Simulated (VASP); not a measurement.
TePb:

```xyz
2
Lattice="4.0023 0.0000 0.0000 0.0000 4.0023 0.0000 0.0000 0.0000 4.0023" Properties=species:S:1:pos:R:3 pbc="T T T"
Pb    0.0000    0.0000    0.0000
Te    2.0011    2.0011    2.0011
```

```yaml
Program: VASP 6.6.1
Task: relaxation of cell and atoms
Functional: revPBE
Dispersion: D4
Potentials_or_basis: VASP PAW PBE potentials, release 64 (Pb_d, Te)
Cutoff: 600 eV
k_mesh: 7 × 7 × 7
Occupations: fermi-dirac, width 0.05 eV
Spin: no spin polarisation
```

At the start: pressure 5.9 GPa; volume 32.05 Å³/atom.

Where does the relaxation end?

Over 9 steps the energy falls by 6.6 meV/atom and the volume is 32.44 Å³/atom (+1.2 %); space group Pm-3m (No. 221, to 0.05 Å).

The path:
```tsv
step	energy change (eV)	largest force (eV/Å)	pressure (GPa)	volume (Å³)
1	0.0000	0.0000	5.90	64.11
2	0.2196	0.0000	-0.63	75.70
3	0.2023	0.0000	-3.65	74.33
4	0.0713	0.0000	-3.69	69.94
5	0.0184	0.0000	-3.26	66.98
6	-0.0078	0.0000	-2.17	65.54
7	-0.0131	0.0000	0.30	64.82
8	-0.0131	0.0000	-0.13	64.91
9	-0.0131	0.0000	-0.05	64.88
```

Final structure:
```cif
data_structure
_symmetry_space_group_name_H-M 'P 1'
_symmetry_Int_Tables_number 1
_cell_length_a 4.0182
_cell_length_b 4.0182
_cell_length_c 4.0182
_cell_angle_alpha 90.000
_cell_angle_beta 90.000
_cell_angle_gamma 90.000
_cell_volume 64.88
loop_
_atom_site_label
_atom_site_type_symbol
_atom_site_fract_x
_atom_site_fract_y
_atom_site_fract_z
_atom_site_occupancy
Pb1 Pb 0.00000 0.00000 0.00000 1
Te1 Te 0.50000 0.50000 0.50000 1
```

Caveat: the PAW data sets were made with another functional, which shifts forces and pressure a little; pairwise dispersion overbinds metals, which lowers pressure and volume.
